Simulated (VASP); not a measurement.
The system is Au.

```
Au
1.0
     0.00000    2.00750    2.00750
     2.00750    0.00000    2.00750
     2.00750    2.00750    0.00000
Au
1
Direct
  0.00000 0.00000 0.00000
```

Base run:

* Program: VASP 6.6.1
* Functional: r2SCAN
* Potentials or basis: VASP PAW PBE potentials, release 64 (Au)
* Cutoff: 520 eV
* k mesh: 11 × 11 × 11
* Occupations: fermi-dirac, width 0.05 eV
* Spin: no spin polarisation

Its results: pressure 16.2 GPa.

Q: The run is repeated on the same cell with these changes: functional from r2SCAN to SVWN5. What comes out?

A: Pressure 4.6 GPa.

Caveats: the PAW data sets were made with another functional, which shifts forces and pressure a little.
